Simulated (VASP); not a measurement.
**CsO: single point with LDA**

Crystal: CsO.

```
Cs O
1.0
    -2.21502    3.29537    3.57057
     2.21502   -3.29537    3.57057
     2.21502    3.29537   -3.57057
Cs O
2 2
Direct
  0.25000 0.25000 0.00000
  0.75000 0.75000 0.00000
  0.62000 0.00000 0.62000
  0.38000 0.00000 0.38000
```

This cell differs from its parent crystal: strain +0.025 along x and y, -0.050 along z.

| Property | Result |
| --- | --- |
| Program | VASP 6.6.1 |
| Task | single point |
| Functional | LDA |
| Potentials or basis | VASP PAW LDA potentials, release 64 (Cs_sv, O) |
| Cutoff | 520 eV |
| k mesh | 8 × 8 × 8 |
| Occupations | gaussian, width 0.05 eV |
| Spin | no spin polarisation |
| Dipole correction | no |
| Further INCAR settings | ALGO = Normal; EDIFF = 1e-06; NBANDS = 23 |

| Quantity | Value |
| --- | --- |
| Pressure | -3.4 GPa |
| Largest force | 1.631 eV/Å |
| Band gap on the k mesh | 1.59 eV (least direct gap 1.74 eV) |

Forces in eV/Å, atoms in the order of the input:
```
Cs   0.000  0.000  0.190
Cs   0.000  0.000 -0.190
O    0.000 -1.631  0.000
O    0.000  1.631  0.000
```

Stress tensor (GPa, compression positive):
```
-2.99  0.00  0.00
 0.00 -6.78  0.00
 0.00  0.00 -0.44
```

Levels at points of the mesh, in eV from the valence-band top:
| k point | band 13 | band 14 | band 15 | band 16 | band 17 | band 18 |
| --- | --- | --- | --- | --- | --- | --- |
| (0.00, 0.00, 0.00) | -3.37 | -0.84 | 0.00 | 1.75 | 1.91 | 3.14 |
| (0.50, 0.00, 0.00) | -3.15 | -0.61 | -0.46 | 2.48 | 3.34 | 4.19 |
| (0.00, 0.50, 0.00) | -2.86 | -0.75 | -0.40 | 2.67 | 2.91 | 4.95 |
| (0.50, 0.50, 0.00) | -2.83 | -0.79 | -0.69 | 2.49 | 2.98 | 3.29 |
| (0.50, 0.50, 0.50) | -3.02 | -0.54 | -0.50 | 2.25 | 2.75 | 4.01 |

Wall time 3.2 min on 1 thread of Intel(R) Xeon(R) Platinum 8488C (Sapphire Rapids), on a shared host, peak memory 0.32 GiB.

Caveat: the cell differs from its parent crystal (strain +0.025 along x and y, -0.050 along z); the stress differs along the axes, from -7 to -0 GPa; spin-orbit coupling is left out, which moves the levels of the heavy elements; forces of over 1 eV/Å act on the atoms, so gaps and moduli don't describe the material at rest. A k mesh can miss the band edges.
